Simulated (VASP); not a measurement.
# CoO (Fm-3m) in VASP: a series of runs, part 2 of 2

VASP 6.6.1. Earlier steps stand in the parts before.

## (4) Single point, PBEsol, collinear spin, ferromagnetic start

This run uses another cell than the first one, of 9.68 Å³/atom.

INCAR reads:

```
SYSTEM = CoO
ALGO     = Normal         ! electronic algorithm
EDIFF    = 1E-6           ! SCF threshold, eV
ENCUT    = 520            ! plane-wave cutoff, eV
GGA      = PS             ! functional
ISIF     = 2              ! what is computed and relaxed
ISMEAR   = 0              ! smearing method
ISPIN    = 2              ! spin polarisation
LASPH    = .True.         ! aspherical terms in the spheres
LCHARG   = .False.        ! write CHGCAR
LMAXMIX  = 4              ! l up to which the mixer works
LORBIT   = 11             ! projections on sites
LREAL    = .False.        ! projectors in reciprocal space
LWAVE    = .False.        ! write WAVECAR
MAGMOM   = 2 0            ! initial moments
NBANDS   = 18             ! bands
NELM     = 150            ! most SCF steps
PREC     = Accurate       ! precision mode
SIGMA    = 0.05           ! smearing width, eV
```

KPOINTS reads:

```
k-points
0
Gamma
  9 9 9
  0 0 0
```

POSCAR reads:

```
CoO
1.0
    0.0000000000      2.1315000000      2.1315000000
    2.1315000000      0.0000000000      2.1315000000
    2.1315000000      2.1315000000      0.0000000000
Co O
1 1
Direct
    0.0000000000      0.0000000000      0.0000000000
    0.5000000000      0.5000000000      0.5000000000
```

Potentials or basis: VASP PAW PBE potentials, release 64 (Co, O).

Command:

```sh
$ cat potpaw_PBE.64/Co/POTCAR potpaw_PBE.64/O/POTCAR > POTCAR
$ mpirun -np 1 vasp_std > vasp.out
```

OUTCAR:

```text
SYSTEM = CoO
   EDIFF = 1E-6
   ENCUT = 520
   GGA = PS
   ISIF = 2
   ISMEAR = 0
   ISPIN = 2
   LASPH = .True.
   LORBIT = 11
   LREAL = .False.
   NELM = 150
   PREC = Accurate

 ion  position               nearest neighbor table
   1  0.000  0.000  0.000-   2 2.13   2 2.13   2 2.13   2 2.13   2 2.13   2 2.13
   2  0.500  0.500  0.500-   1 2.13   1 2.13   1 2.13   1 2.13   1 2.13   1 2.13

  LATTYP: Found a face centered cubic cell.
 ALAT       =     4.2630000000

  Lattice vectors:

 A1 = (   0.0000000000,   2.1315000000,   2.1315000000)
 A2 = (   2.1315000000,   0.0000000000,   2.1315000000)
 A3 = (   2.1315000000,   2.1315000000,   0.0000000000)

Analysis of symmetry for initial positions (statically):
=====================================================================
 Subroutine PRICEL returns:
 Original cell was already a primitive cell.

 Routine SETGRP: Setting up the symmetry group for a
 face centered cubic supercell.

 Subroutine GETGRP returns: Found 48 space group operations
 (whereof 48 operations were pure point group operations)
[... 696 lines left out ...]
  band No.  band energies     occupation
      1     -11.8544      1.00000
      2       5.2140      1.00000
      3       5.2140      1.00000
      4       5.2140      1.00000
      5       6.6902      1.00000
      6       6.6902      1.00000
[... 493 lines left out ...]
     17      39.1435      0.00000
     18      39.1435      0.00000

 [... further k-points ...]
[... 5 lines left out ...]
  --------------------------------------------------------------------------------------
  -------------------------------------------------------------------------------------
  Total       -1.3548982     -1.3548982     -1.3548982      0.0000000      0.0000000      0.0000000
  in kB     -112.0808083   -112.0808083   -112.0808083      0.0000000      0.0000000      0.0000000
  external PRESSURE =    -112.0808083 kB  Pullay stress =       0.0000000 kB

 VOLUME and BASIS-vectors are now :
 -----------------------------------------------------------------------------
  energy-cutoff  :      520.00
  volume of cell :       19.37
      direct lattice vectors                 reciprocal lattice vectors
     0.000000000  2.131500000  2.131500000    -0.234576589  0.234576589  0.234576589
     2.131500000  0.000000000  2.131500000     0.234576589 -0.234576589  0.234576589
     2.131500000  2.131500000  0.000000000     0.234576589  0.234576589 -0.234576589

 POSITION                                       TOTAL-FORCE (eV/Angst)
 -----------------------------------------------------------------------------------
      0.00000      0.00000      0.00000        -0.000000      0.000000      0.000000
      2.13150      2.13150      2.13150         0.000000     -0.000000      0.000000
 -----------------------------------------------------------------------------------
    total drift:                                0.000000     -0.000000     -0.000000

  FREE ENERGIE OF THE ION-ELECTRON SYSTEM (eV)
  ---------------------------------------------------
  free  energy   TOTEN  =       -13.9447193917 eV

  energy  without entropy=      -13.9404641642  energy(sigma->0) =      -13.94259178

 total charge

# of ion       s       p       d       tot
------------------------------------------
    1        0.297   0.360   7.139   7.796
    2        1.550   3.399   0.000   4.950
--------------------------------------------------
tot          1.847   3.759   7.139  12.745

 magnetization (x)

# of ion       s       p       d       tot
------------------------------------------
    1        0.020   0.017   2.551   2.588
    2        0.029   0.299   0.000   0.328
--------------------------------------------------
tot          0.049   0.316   2.551   2.916
```

OSZICAR:

```text
N       E                     dE             d eps       ncg     rms          rms(c)
DAV:   1     0.760732805497E+02    0.76073E+02   -0.66412E+03  2616   0.966E+02
DAV:   2    -0.114787638810E+02   -0.87552E+02   -0.76100E+02  2674   0.222E+02
DAV:   3    -0.162315430924E+02   -0.47528E+01   -0.45981E+01  2970   0.542E+01
DAV:   4    -0.162816555997E+02   -0.50113E-01   -0.50073E-01  3072   0.534E+00
DAV:   5    -0.162827280639E+02   -0.10725E-02   -0.10724E-02  3102   0.780E-01    0.164E+01
DAV:   6    -0.153901470068E+02    0.89258E+00   -0.17139E+01  3228   0.619E+01    0.206E+01
DAV:   7    -0.140652333924E+02    0.13249E+01   -0.79885E+00  3156   0.482E+01    0.811E+00
DAV:   8    -0.139630586870E+02    0.10217E+00   -0.40821E-01  3474   0.978E+00    0.399E+00
DAV:   9    -0.139644490126E+02   -0.13903E-02   -0.26962E-01  3758   0.831E+00    0.280E+00
DAV:  10    -0.139471711150E+02    0.17278E-01   -0.84977E-02  3668   0.543E+00    0.665E-01
DAV:  11    -0.139451070940E+02    0.20640E-02   -0.26790E-02  3624   0.229E+00    0.489E-01
DAV:  12    -0.139447949923E+02    0.31210E-03   -0.26766E-03  3584   0.655E-01    0.158E-01
DAV:  13    -0.139447781538E+02    0.16838E-04   -0.14574E-04  3288   0.121E-01    0.141E-01
DAV:  14    -0.139447204052E+02    0.57749E-04   -0.14969E-04  3748   0.179E-01    0.199E-02
DAV:  15    -0.139447209608E+02   -0.55559E-06   -0.12609E-05  2986   0.321E-02    0.219E-02
DAV:  16    -0.139447192249E+02    0.17359E-05   -0.63162E-06  2362   0.444E-02    0.365E-03
DAV:  17    -0.139447193917E+02   -0.16684E-06   -0.47852E-07  1578   0.749E-03
   1 F= -.13944719E+02 E0= -.13942592E+02  d E =-.425523E-02  mag=     2.9705
```

stdout:

```text
POSCAR found type information on POSCAR CoO
 POSCAR found :  2 types and       2 ions
 scaLAPACK will be used
 -----------------------------------------------------------------------------
|                                                                             |
|                                                                             |
|     You enforced a specific xc type in the INCAR file but a different       |
|     I HOPE YOU KNOW WHAT YOU ARE DOING!                                     |
|                                                                             |
 -----------------------------------------------------------------------------

 LDA part: xc-table for (Slater+PW92), standard interpolation
 POSCAR, INCAR and KPOINTS ok, starting setup
 FFT: planning ... GRIDC
 FFT: planning ... GRID_SOFT
 FFT: planning ... GRID
 WAVECAR not read
 entering main loop
```

Wall time 38 s (1 thread of Intel Xeon 8259CL, shared host); peak memory 0.16 GiB.

What came out:

| Quantity | Value |
| --- | --- |
| Free energy | -13.9447 eV |
| Pressure | -11.2 GPa |
| Band gap on the k mesh | zero (filled and empty bands overlap) |
| Net moment | 2.97 μB per cell |
| Site moments | Co +2.59; O +0.33 μB |
| Valence electrons inside the program's atomic spheres | Co 7.80; O 4.95 |

Caveat: the cell stands under tension; the PAW data sets were made with another functional, which shifts forces and pressure a little; a cell with one magnetic atom can't hold antiferromagnetic order, which such compounds often take; semilocal functionals often make such compounds metallic where correlation or magnetic order opens a gap, which also shifts bond lengths. With open d or f shells a metallic result of PBEsol can be an artefact of self-interaction; +U or a hybrid may open a gap.

## (5) Single point, PBEsol, collinear spin, ferromagnetic start

This run uses another cell than the first one, of 9.68 Å³/atom.

INCAR reads:

```
ALGO = Normal
EDIFF = 1E-6
ENCUT = 520
GGA = PS
ISIF = 2
ISMEAR = 0
ISPIN = 2
LASPH = T
LCHARG = F
LMAXMIX = 4
LORBIT = 11
LREAL = F
LWAVE = F
MAGMOM = 2 0
NBANDS = 18
NELM = 150
PREC = Accurate
SIGMA = 0.05
```

KPOINTS reads:

```
k-points
0
Gamma
  9 9 9
```

POSCAR is that of step 4.

Command:

```sh
$ cat potpaw_PBE.64/Co/POTCAR potpaw_PBE.64/O/POTCAR > POTCAR
$ mpirun -np 1 vasp_std > vasp.out
```

Run time: 36 s. Hardware: 1 thread of Intel Xeon 8259CL, shared host; peak memory 0.16 GiB.

The run converged. Its results:

| Item | Value |
| --- | --- |
| Free energy | -13.9447 eV |
| Pressure | -11.2 GPa |
| Band gap on the k mesh | zero (filled and empty bands overlap) |
| Net moment | 2.97 μB per cell |
| Site moments | Co +2.59; O +0.33 μB |
| Valence electrons inside the program's atomic spheres | Co 7.80; O 4.95 |

Levels at points of the mesh, in eV from the Fermi level:
Spin up:
| k point | band 6 | band 7 | band 8 | band 9 | band 10 | band 11 | band 12 | band 13 |
| --- | --- | --- | --- | --- | --- | --- | --- | --- |
| (0.00, 0.00, 0.00) | -3.21 | -3.17 | -3.17 | -3.17 | 0.83 | 16.56 | 17.89 | 17.89 |
Spin down:
```
           k point  band 3  band 4  band 5  band 6  band 7  band 8  band 9  band 10
(0.00, 0.00, 0.00)   -2.57   -2.57   -1.10   -1.10   -1.10   -0.13   -0.13     1.39
```

Caveat: the cell stands under tension; the PAW data sets were made with another functional, which shifts forces and pressure a little; a cell with one magnetic atom can't hold antiferromagnetic order, which such compounds often take; semilocal functionals often make such compounds metallic where correlation or magnetic order opens a gap, which also shifts bond lengths. With open d or f shells a metallic result of PBEsol can be an artefact of self-interaction; +U or a hybrid may open a gap.

## (6) Single point, PBE, collinear spin, ferromagnetic start

This run uses another cell than the first one, of 9.68 Å³/atom.

INCAR reads:

```
  ALGO = Normal
  EDIFF = 1E-6
  ENCUT = 520
  GGA = PE
  ISIF = 2
  ISMEAR = 1
  ISPIN = 2
  LASPH = True
  LCHARG = False
  LMAXMIX = 4
  LORBIT = 11
  LREAL = False
  LWAVE = False
  MAGMOM = 2 0
  NBANDS = 18
  NELM = 150
  PREC = Accurate
  SIGMA = 0.05
```

KPOINTS reads:

```
k-points
0
Gamma
  10 10 10
```

POSCAR is that of step 5.

Potentials or basis: VASP PAW PBE potentials, release 64 (Co, O).

Command:

```sh
$ cat potpaw_PBE.64/Co/POTCAR potpaw_PBE.64/O/POTCAR > POTCAR
$ mpirun -np 1 vasp_std > vasp.out
```

It took 47 s on 1 thread of Intel Xeon 8259CL, shared host; peak memory 0.16 GiB.

The run converged. Its results:

- Free energy: -13.0454 eV
- Pressure: -2.4 GPa
- Net moment: 2.92 μB per cell
- Site moments: Co +2.57; O +0.30 μB
- Valence electrons inside the program's atomic spheres: Co 7.79; O 4.98

Levels at points of the mesh, in eV from the Fermi level:
Spin up:
| k point | band 7 | band 8 | band 9 | band 10 | band 11 | band 12 |
| --- | --- | --- | --- | --- | --- | --- |
| (0.00, 0.00, 0.00) | -3.07 | -3.07 | -3.07 | 0.99 | 16.86 | 18.12 |
| (0.50, 0.00, 0.00) | -1.81 | 0.10 | 0.10 | 5.07 | 9.32 | 13.43 |
| (0.50, 0.50, 0.00) | -2.43 | -2.08 | -2.08 | 5.86 | 9.81 | 11.67 |
Spin down:
| k point | band 4 | band 5 | band 6 | band 7 | band 8 | band 9 |
| --- | --- | --- | --- | --- | --- | --- |
| (0.00, 0.00, 0.00) | -2.54 | -1.09 | -1.09 | -1.09 | 0.06 | 0.06 |
| (0.50, 0.00, 0.00) | -4.60 | -0.13 | -0.13 | 0.18 | 2.69 | 2.69 |
| (0.50, 0.50, 0.00) | -3.78 | -2.21 | 0.12 | 0.12 | 0.53 | 0.98 |

Caveat: a cell with one magnetic atom can't hold antiferromagnetic order, which such compounds often take; semilocal functionals often make such compounds metallic where correlation or magnetic order opens a gap, which also shifts bond lengths.

## (7) The runs side by side

```csv
level,cell,k mesh,smearing,grid for exact exchange (PRECFOCK),share of exact exchange,screening parameter,gap on the mesh (eV),pressure (GPa),moment (μB)
HSE06,"a = 2.994 Å, angles 60.0°, 2 atoms",6 × 6 × 6,fermi-dirac 0.05 eV,Normal,0.25,0.2079 1/Å,none,-4.5,3.00
PBE,"a = 3.014 Å, angles 60.0°, 2 atoms",8 × 8 × 8,methfessel-paxton 0.05 eV,-,-,-,none,-3.2,2.84
PBEsol,"a = 3.014 Å, angles 60.0°, 2 atoms",9 × 9 × 9,gaussian 0.05 eV,-,-,-,none,-11.2,2.97
PBE,"a = 3.014 Å, angles 60.0°, 2 atoms",10 × 10 × 10,methfessel-paxton 0.05 eV,-,-,-,none,-2.4,2.92
```

Alike in all rows: task single point; potentials or basis VASP PAW PBE potentials, release 64 (Co, O); spin collinear, ferromagnetic start; cutoff (eV) 520.

Caveats: some runs use coarse meshes; a cell with one magnetic atom can't hold antiferromagnetic order, which such compounds often take; semilocal functionals often make such compounds metallic where correlation or magnetic order opens a gap, which also shifts bond lengths (at least some runs); the PAW data sets were made with another functional, which shifts forces and pressure a little (at least some runs); the cell stands under tension (at least some runs).

Absolute energies hang on the potentials; compare differences alone.
